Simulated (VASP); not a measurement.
# Al3Ni2 (P-3m1) in VASP: a series of runs

Al3Ni2 is run at these levels: PBEsol; tasks: single point.

Program: VASP 6.6.1. These are calculated values, not measurements. Logs are shortened: lines on timing, memory, paths and dates and some standing lists are left out, and cuts for length are marked.

## (1) The cell of the first run

The structure is trigonal, space group P-3m1 (No. 164). Conventional cell: a = 4.003 Å, b = 4.003 Å, c = 4.981 Å, α = 90.00°, β = 90.00°, γ = 120.00°. Al (site symmetry -3m) has 6 Ni at 2.42 Å and 6 Al at 2.90 Å within 3.2 Å. Al (site symmetry 3m) has 5 Ni at 2.48 to 2.53 Å and 6 Al at 2.74 to 2.90 Å within 3.3 Å. Ni (site symmetry 3m) has 8 Al at 2.42 to 2.53 Å and 3 Ni at 2.73 Å within 3.2 Å.

## (2) Single point, PBEsol (strain +0.000 along x and y, +0.025 along z)

INCAR

```
PREC     = Accurate       # precision mode
ENCUT    = 520            # plane-wave cutoff, eV
EDIFF    = 1E-6           # SCF threshold, eV
ISMEAR   = 0              # smearing method
SIGMA    = 0.15           # smearing width, eV
LREAL    = F              # projectors in reciprocal space
LASPH    = T              # aspherical terms in the spheres
NELM     = 100            # most SCF steps
ALGO     = Fast           # electronic algorithm
ISIF     = 2              # what is computed and relaxed
LWAVE    = F              # write WAVECAR
LCHARG   = F              # write CHGCAR
GGA      = PS             # functional
NBANDS   = 22             # bands
```

KPOINTS

```
regular mesh
0
Gamma
  12 12 10
```

POSCAR

```
Al3Ni2
1.0
    4.0031396433      0.0000000000      0.0000000000
   -2.0015698216      3.4668206260      0.0000000000
    0.0000000000      0.0000000000      4.9809512260
Al Ni
3 2
Direct
    0.0000000000      0.0000000000      0.0000000000
    0.3333333333      0.6666666667      0.6477829059
    0.6666666667      0.3333333333      0.3522170941
    0.3333333333      0.6666666667      0.1455709067
    0.6666666667      0.3333333333      0.8544290933
```

Potentials or basis: VASP PAW PBE potentials, release 64 (Al, Ni).

The run is started by

```sh
> cat potpaw_PBE.64/Al/POTCAR potpaw_PBE.64/Ni/POTCAR > POTCAR
> mpirun -np 1 vasp_std > vasp.out
```

OUTCAR:

```text
PREC = Accurate
   ENCUT = 520
   EDIFF = 1E-6
   ISMEAR = 0
   LREAL = F
   LASPH = T
   NELM = 100
   ISIF = 2
   GGA = PS

 ion  position               nearest neighbor table
   1  0.000  0.000  0.000-   4 2.42   5 2.42   4 2.42   5 2.42   5 2.42   4 2.42   2 2.90   3 2.90
                             2 2.90   3 2.90   2 2.90   3 2.90
   2  0.333  0.667  0.648-   4 2.48   4 2.50   5 2.53   5 2.53   5 2.53   3 2.74   3 2.74   3 2.74
                             1 2.90   1 2.90   1 2.90
   3  0.667  0.333  0.352-   5 2.48   5 2.50   4 2.53   4 2.53   4 2.53   2 2.74   2 2.74   2 2.74
                             1 2.90   1 2.90   1 2.90
   4  0.333  0.667  0.146-   1 2.42   1 2.42   1 2.42   2 2.48   2 2.50   3 2.53   3 2.53   3 2.53
                             5 2.73   5 2.73   5 2.73
   5  0.667  0.333  0.854-   1 2.42   1 2.42   1 2.42   3 2.48   3 2.50   2 2.53   2 2.53   2 2.53
                             4 2.73   4 2.73   4 2.73

  LATTYP: Found a hexagonal cell.
 ALAT       =     4.0031396433
 C/A-ratio  =     1.2442611724

  Lattice vectors:

 A1 = (   4.0031396433,   0.0000000000,   0.0000000000)
 A2 = (  -2.0015698216,   3.4668206260,   0.0000000000)
 A3 = (   0.0000000000,   0.0000000000,   4.9809512260)

Analysis of symmetry for initial positions (statically):
=====================================================================
 Subroutine PRICEL returns:
 Original cell was already a primitive cell.

 Routine SETGRP: Setting up the symmetry group for a
 hexagonal supercell.

 Subroutine GETGRP returns: Found 12 space group operations
 (whereof 12 operations were pure point group operations)
 out of a pool of 24 trial point group operations.

The static configuration has the point symmetry D_3d.

Analysis of symmetry for dynamics (positions and initial velocities):
=====================================================================
 Subroutine PRICEL returns:
 Original cell was already a primitive cell.

 Routine SETGRP: Setting up the symmetry group for a
 hexagonal supercell.

 Subroutine GETGRP returns: Found 12 space group operations
 (whereof 12 operations were pure point group operations)
 out of a pool of 24 trial point group operations.

The dynamic configuration has the point symmetry D_3d.

 Subroutine INISYM returns: Found 12 space group operations
 (whereof 12 operations are pure point group operations),
 and found     1 'primitive' translations

----------------------------------------------------------------------------------------

                                     Primitive cell

  volume of cell :      69.1265

  direct lattice vectors                    reciprocal lattice vectors
     4.003139643  0.000000000  0.000000000     0.249803926  0.144224364  0.000000000
    -2.001569822  3.466820626  0.000000000     0.000000000  0.288448728  0.000000000
     0.000000000  0.000000000  4.980951226     0.000000000  0.000000000  0.200764865

  length of vectors
     4.003139643  4.003139643  4.980951226     0.288448728  0.288448728  0.200764865

  position of ions in fractional coordinates (direct lattice)
     0.000000000  0.000000000  0.000000000
     0.333333333  0.666666667  0.647782906
     0.666666667  0.333333333  0.352217094
     0.333333333  0.666666667  0.145570907
     0.666666667  0.333333333  0.854429093

  ion indices of the primitive-cell ions
   primitive index   ion index
                 1           1
                 2           2
                 3           3
                 4           4
                 5           5

----------------------------------------------------------------------------------------

 KPOINTS: regular mesh

Automatic generation of k-mesh.
 Grid dimensions read from file:
 generate k-points for:   12   12   10

 Generating k-lattice:

  Cartesian coordinates                     Fractional coordinates (reciprocal lattice)
     0.020816994  0.012018697  0.000000000     0.083333333  0.000000000  0.000000000
     0.000000000  0.024037394  0.000000000     0.000000000  0.083333333  0.000000000
     0.000000000  0.000000000  0.020076486     0.000000000  0.000000000  0.100000000

  Length of vectors
     0.024037394  0.024037394  0.020076486

  Shift w.r.t. Gamma in fractional coordinates (k-lattice)
     0.000000000  0.000000000  0.000000000

 Subroutine IBZKPT returns following result:
 ===========================================

 Found    162 irreducible k-points:

 Following reciprocal coordinates:
            Coordinates               Weight
  0.000000  0.000000  0.000000      1.000000
  0.083333  0.000000  0.000000      6.000000
  0.166667  0.000000  0.000000      6.000000
  0.250000  0.000000  0.000000      6.000000
  0.333333  0.000000  0.000000      6.000000
  0.416667  0.000000  0.000000      6.000000
[... 16 lines left out ...]
  0.166667  0.000000  0.100000      6.000000
  0.000000  0.166667  0.100000      6.000000
 [... further k-points ...]
   k-points           NKPTS =    162   k-points in BZ     NKDIM =    162   number of bands    NBANDS=     22
   number of dos      NEDOS =    301   number of ions     NIONS =      5
   total plane-waves  NPLWV =  36000
   dimension x,y,z NGX =    30 NGY =   30 NGZ =   40
   dimension x,y,z NGXF=    60 NGYF=   60 NGZF=   80
   ions per type =               3   2
   NGX,Y,Z   is equivalent  to a cutoff of  12.46, 12.46, 13.35 a.u.
   NGXF,Y,Z  is equivalent  to a cutoff of  24.92, 24.92, 26.70 a.u.
 SYSTEM =  unknown system
   PREC   = accura    normal or accurate (medium, high low for compatibility)
   ISTART =      0    job   : 0-new  1-cont  2-samecut
   ICHARG =      2    charge: 1-file 2-atom 10-const
   ISPIN  =      1    spin polarized calculation?
   LNONCOLLINEAR =      F non collinear calculations
   LSORBIT =      F    spin-orbit coupling
   LASPH  =      T    aspherical Exc in radial PAW
   ENCUT  =  520.0 eV  38.22 Ry    6.18 a.u.   7.44  7.44  9.26*2*pi/ulx,y,z
   NELM   =    100;   NELMIN=  2; NELMDL= -5     # of ELM steps
   EDIFF  = 0.1E-05   stopping-criterion for ELM
   LREAL  =      F    real-space projection
   EDIFFG = 0.1E-04   stopping-criterion for IOM
   NSW    =      0    number of steps for IOM
   IBRION =     -1    ionic relax: 0-MD 1-quasi-New 2-CG
   NFREE  =      0    steps in history (QN), initial steepest desc. (CG)
   ISIF   =      2    stress and relaxation
   ISYM   =      2    0-nonsym 1-usesym 2-fastsym
   POTIM  = 0.5000    time-step for ionic-motion
   TEBEG  =    0.0;   TEEND  =   0.0 temperature during run
   PSTRESS=    0.0 pullay stress
   NELECT =      29.0000    total number of electrons
   NUPDOWN=      -1.0000    fix difference up-down
   EMIN   =  10.00;   EMAX   =-10.00  energy-range for DOS
   EFERMI =   0.00;   METHOD = LEGACY
   ISMEAR =     0;   SIGMA  =   0.15  broadening in eV -4-tet -1-fermi 0-gaus
   EFERMI_NEDOS =   21; number of points for ismear=-14 and -15
   IALGO  =     68    algorithm
   IMIX   =      4    mixing-type and parameters
     AMIX     =   0.40;   BMIX     =  1.00
     AMIX_MAG =   1.60;   BMIX_MAG =  1.00
  volume/ion in A,a.u.               =      13.83        93.30
  Fermi-wavevector in a.u.,A,eV,Ry     =   1.225536  2.315927 20.435110  1.501938
  Thomas-Fermi vector in A             =   2.360570
   LORBIT       =      0    0 simple, 1 ext, 2 COOP (PROOUT), +10 PAW based schemes
   GGA     = PS    functional components
   LHFCALC =     F    Hartree Fock is set to
   AEXX    =    0.0000 exact exchange contribution
   IVDW    =     0    specifies the selected vdW correction
   LEPSILON=     F    determine dielectric tensor
   LRPA    =     F    only Hartree local field effects (RPA)
 non-spin polarized calculation
 RMM-DIIS sequential band-by-band and
 Gauss-broadening in eV      SIGMA  =   0.15
  energy-cutoff  :      520.00
  volume of cell :       69.13
 maximum number of plane-waves:      1885
 NGX is ok and might be reduce to    30
   NGX = 15   NGY = 15   NGZ = 19

 number of electron      28.9999995 magnetization

 Free energy of the ion-electron system (eV)
  ---------------------------------------------------
  ext. energy  EPLUGINS =         0.00000000
  ---------------------------------------------------
  free energy    TOTEN  =       -27.63251455 eV

  energy without entropy =      -27.61646342  energy(sigma->0) =      -27.62448898

 E-fermi :   8.2238     XC(G=0): -11.2542

 val. band max:        8.2219091936   @ k =   0.2500   0.0000   0.2000
 cond. band min:       8.2343630337   @ k =   0.1667   0.1667   0.4000
 fundamental gap:      0.0124538401
 Fermi energy:         8.2238413074

 k-point     1 :       0.0000    0.0000    0.0000
  band No.  band energies     occupation
      1      -2.1909      2.00000
      2       2.9816      2.00000
      3       3.3192      2.00000
      4       4.7341      2.00000
      5       4.7341      2.00000
      6       5.3097      2.00000
[... 14 lines left out ...]
     21      14.9789      0.00000
     22      15.1105      0.00000

 k-point     2 :       0.0833    0.0000    0.0000
  band No.  band energies     occupation
      1      -2.1038      2.00000
      2       3.0384      2.00000
      3       3.3581      2.00000
      4       4.6908      2.00000
      5       4.7679      2.00000
      6       5.2649      2.00000
[... 14 lines left out ...]
     21      14.5208      0.00000
     22      14.6201      0.00000

 k-point     3 :       0.1667    0.0000    0.0000
  band No.  band energies     occupation
      1      -1.8437      2.00000
      2       3.1948      2.00000
      3       3.4489      2.00000
      4       4.5397      2.00000
      5       4.8678      2.00000
      6       5.1276      2.00000
[... 14 lines left out ...]
     21      14.1728      0.00000
     22      14.7351      0.00000

 k-point     4 :       0.2500    0.0000    0.0000
  band No.  band energies     occupation
      1      -1.4147      2.00000
      2       3.3404      2.00000
      3       3.4725      2.00000
      4       4.2652      2.00000
      5       4.9987      2.00000
      6       5.0265      2.00000
[... 14 lines left out ...]
     21      14.6622      0.00000
     22      14.8245      0.00000

 k-point     5 :       0.3333    0.0000    0.0000
  band No.  band energies     occupation
      1      -0.8247      2.00000
      2       2.7561      2.00000
      3       3.5928      2.00000
      4       4.2767      2.00000
      5       5.0470      2.00000
      6       5.2196      2.00000
[... 14 lines left out ...]
     21      14.5491      0.00000
     22      14.8501      0.00000

 k-point     6 :       0.4167    0.0000    0.0000
  band No.  band energies     occupation
      1      -0.0916      2.00000
      2       1.8094      2.00000
      3       3.6515      2.00000
      4       4.5107      2.00000
      5       5.1877      2.00000
      6       5.3690      2.00000
[... 14 lines left out ...]
     21      14.4816      0.00000
     22      14.6500      0.00000

 k-point     7 :       0.5000    0.0000    0.0000
  band No.  band energies     occupation
      1       0.5895      2.00000
      2       1.0364      2.00000
      3       3.6608      2.00000
      4       4.6394      2.00000
      5       5.2315      2.00000
      6       5.4118      2.00000
[... 324 lines left out ...]
      6       5.3017      2.00000
[... 14 lines left out ...]
     21      14.4446      0.00000
     22      14.9905      0.00000

 k-point    21 :       0.0833    0.0000    0.1000
  band No.  band energies     occupation
      1      -2.0456      2.00000
      2       2.4116      2.00000
      3       3.8416      2.00000
      4       4.6819      2.00000
      5       4.7664      2.00000
      6       5.2589      2.00000
[... 14 lines left out ...]
     21      14.0597      0.00000
     22      14.9834      0.00000

 k-point    22 :       0.0000    0.0833    0.1000
  band No.  band energies     occupation
      1      -2.0457      2.00000
      2       2.4123      2.00000
      3       3.8430      2.00000
      4       4.6935      2.00000
      5       4.7529      2.00000
      6       5.2627      2.00000
[... 14 lines left out ...]
     21      13.8765      0.00000
     22      14.3666      0.00000

 k-point    23 :       0.1667    0.0000    0.1000
  band No.  band energies     occupation
      1      -1.7856      2.00000
      2       2.5978      2.00000
      3       3.8385      2.00000
      4       4.5843      2.00000
      5       4.8709      2.00000
      6       5.1324      2.00000
[... 14 lines left out ...]
     21      14.1252      0.00000
     22      15.1782      0.00000

 k-point    24 :       0.0000    0.1667    0.1000
  band No.  band energies     occupation
      1      -1.7859      2.00000
      2       2.6027      2.00000
      3       3.8756      2.00000
      4       4.5364      2.00000
      5       4.8466      2.00000
      6       5.1523      2.00000
[... 14 lines left out ...]
     21      14.2365      0.00000
     22      14.5142      0.00000

 [... further k-points ...]
[... 5 lines left out ...]
  --------------------------------------------------------------------------------------
  -------------------------------------------------------------------------------------
  Total       -0.7003779     -0.7003779     -2.8302382     -0.0000000      0.0000000      0.0000000
  in kB      -16.2329940    -16.2329940    -65.5977852     -0.0000000      0.0000000      0.0000000
  external PRESSURE =     -32.6879244 kB  Pullay stress =       0.0000000 kB

 VOLUME and BASIS-vectors are now :
 -----------------------------------------------------------------------------
  energy-cutoff  :      520.00
  volume of cell :       69.13
      direct lattice vectors                 reciprocal lattice vectors
     4.003139643  0.000000000  0.000000000     0.249803926  0.144224364  0.000000000
    -2.001569822  3.466820626  0.000000000     0.000000000  0.288448728  0.000000000
     0.000000000  0.000000000  4.980951226     0.000000000  0.000000000  0.200764865

 POSITION                                       TOTAL-FORCE (eV/Angst)
 -----------------------------------------------------------------------------------
      0.00000      0.00000      0.00000         0.000000      0.000000      0.000000
     -0.00000      2.31121      3.22658        -0.000000      0.000000      0.066020
      2.00157      1.15561      1.75438         0.000000     -0.000000     -0.066020
     -0.00000      2.31121      0.72508        -0.000000     -0.000000      0.028974
      2.00157      1.15561      4.25587         0.000000      0.000000     -0.028974
 -----------------------------------------------------------------------------------
    total drift:                               -0.000000      0.000000      0.000000

  FREE ENERGIE OF THE ION-ELECTRON SYSTEM (eV)
  ---------------------------------------------------
  free  energy   TOTEN  =       -27.6325145511 eV

  energy  without entropy=      -27.6164634158  energy(sigma->0) =      -27.62448898
```

It took 9.3 min on 1 thread of Intel Xeon 8259CL, shared host; peak memory 0.34 GiB.

Results:

| Property | Result |
| --- | --- |
| Free energy | -27.6325 eV |
| Pressure | -3.3 GPa |
| Largest force | 0.066 eV/Å |
| Band gap on the k mesh | zero (an odd number of electrons rules out a gap without spin polarisation) |

Forces on the atoms (eV/Å):
```
Al   0.000  0.000  0.000
Al   0.000  0.000  0.066
Al   0.000  0.000 -0.066
Ni   0.000  0.000  0.029
Ni   0.000  0.000 -0.029
```

Stress tensor (GPa, compression positive):
```
-1.62  0.00  0.00
 0.00 -1.62  0.00
 0.00  0.00 -6.56
```

Levels at points of the mesh, in eV from the Fermi level:
```csv
k point,band 11,band 12,band 13,band 14,band 15,band 16,band 17,band 18,band 19,band 20
"(0.00, 0.00, 0.00)",-1.61,-1.61,-1.26,1.39,1.39,3.24,3.24,4.44,4.73,6.75
"(0.50, 0.00, 0.00)",-1.84,-1.81,-1.54,-1.53,-1.30,1.23,1.86,2.26,4.62,5.10
"(0.00, 0.00, 0.50)",-1.71,-1.71,2.76,2.76,2.96,2.96,3.06,3.93,4.38,4.50
"(0.50, 0.00, 0.50)",-1.87,-1.75,-1.68,-1.06,-0.28,1.52,2.17,3.26,5.99,6.71
```

Caveat: the cell differs from its parent crystal (strain +0.000 along x and y, +0.025 along z); the cell stands under tension; the PAW data sets were made with another functional, which shifts forces and pressure a little. Spin polarisation is off, so any magnetic state and its effect on volume and gap are missing.

## (3) Single point, PBEsol (strain +0.050 along x and y, -0.050 along z)

INCAR

```
SYSTEM = Al3Ni2
PREC = Accurate
ENCUT = 520
EDIFF = 1E-6
ISMEAR = 0
SIGMA = 0.15
LREAL = .False.
LASPH = .True.
NELM = 80
ALGO = Fast
ISIF = 2
LWAVE = .False.
LCHARG = .False.
GGA = PS
NBANDS = 22
```

KPOINTS

```
regular mesh
0
Gamma
  12 12 10
  0 0 0
```

Edit POSCAR of step 2 so:

```diff
@@ -2,5 +2,5 @@
 1.0
-    4.0031396433      0.0000000000      0.0000000000
-   -2.0015698216      3.4668206260      0.0000000000
-    0.0000000000      0.0000000000      4.9809512260
+    4.2032966255      0.0000000000      0.0000000000
+   -2.1016483127      3.6401616573      0.0000000000
+    0.0000000000      0.0000000000      4.6164913802
 Al Ni
```

Potentials or basis: VASP PAW PBE potentials, release 64 (Al, Ni).

The run is started by

```sh
> cat potpaw_PBE.64/Al/POTCAR potpaw_PBE.64/Ni/POTCAR > POTCAR
> mpirun -np 1 vasp_std > vasp.out
```

It took 8.4 min on 1 thread of Intel Xeon 8259CL, shared host; peak memory 0.35 GiB.

It converged, with:

```yaml
Free_energy: -27.2795 eV
Pressure: -3.9 GPa
Largest_force: 0.141 eV/Å
Band_gap_on_the_k_mesh: zero (an odd number of electrons rules out a gap without spin polarisation)
```

Forces in eV/Å, atoms in the order of the input:
```
Al   0.000  0.000  0.000
Al   0.000  0.000 -0.076
Al   0.000  0.000  0.076
Ni   0.000  0.000 -0.141
Ni   0.000  0.000  0.141
```

Stress tensor (GPa, compression positive):
```
-12.05   0.00   0.00
  0.00 -12.05   0.00
  0.00   0.00  12.28
```

Levels at points of the mesh, in eV from the Fermi level:
```tsv
k point	band 11	band 12	band 13	band 14	band 15	band 16	band 17	band 18	band 19	band 20
(0.00, 0.00, 0.00)	-1.65	-1.44	-1.17	0.78	0.78	2.56	2.56	3.35	3.74	6.45
(0.50, 0.00, 0.00)	-1.84	-1.64	-1.43	-1.12	-0.80	1.70	1.72	2.60	5.04	5.50
(0.00, 0.00, 0.50)	-1.56	-1.56	2.45	2.45	2.50	2.50	3.08	3.84	3.84	4.13
(0.50, 0.00, 0.50)	-1.71	-1.56	-1.51	-0.95	-0.34	1.51	1.68	2.60	7.64	8.45
```

Caveat: the cell differs from its parent crystal (strain +0.050 along x and y, -0.050 along z); the cell stands under tension; the PAW data sets were made with another functional, which shifts forces and pressure a little.
